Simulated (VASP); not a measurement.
Runs of VASP 6.6.1 on Li. The structure is that of space group Fm-3m (No. 225), or close to it. The cells are those of the table. This isn't the form of Li at room conditions, which is bcc.

| task | cell | cutoff (eV) | gap on the mesh (eV) | pressure (GPa) |
| --- | --- | --- | --- | --- |
| electric field gradients | a = 3.104 Å, angles 60.0°, 1 atom | 650 | none | -0.7 |
| electric field gradients | a = 3.175 Å, angles 60.0°, 1 atom | 650 | none | -1.4 |
| electric field gradients | a = 3.135 Å, angles 60.0°, 1 atom | 650 | none | (a) |
| single point | a = 3.099, b = 3.099, c = 3.114 Å, angles 59.8, 59.8, 60.3°, 1 atom | 750 | none | -0.7 |
| electric field gradients | a = 3.124 Å, angles 60.0°, 1 atom | 650 | none | -1.0 |
| single point | a = 3.068, b = 3.068, c = 3.114 Å, angles 59.5, 59.5, 61.0°, 1 atom | 750 | none | -0.4 |

Alike in all rows: level PBEsol; potentials or basis VASP PAW PBE potentials, release 64 (Li_sv); no spin polarisation; k mesh 13 × 13 × 13; smearing fermi-dirac 0.08 eV.

Task: Fill in the values left out.

Result: (a) -1.1.

Caveats: the PAW data sets were made with another functional, which shifts forces and pressure a little.

A gap of «none» marks levels without a gap at the run's occupations.
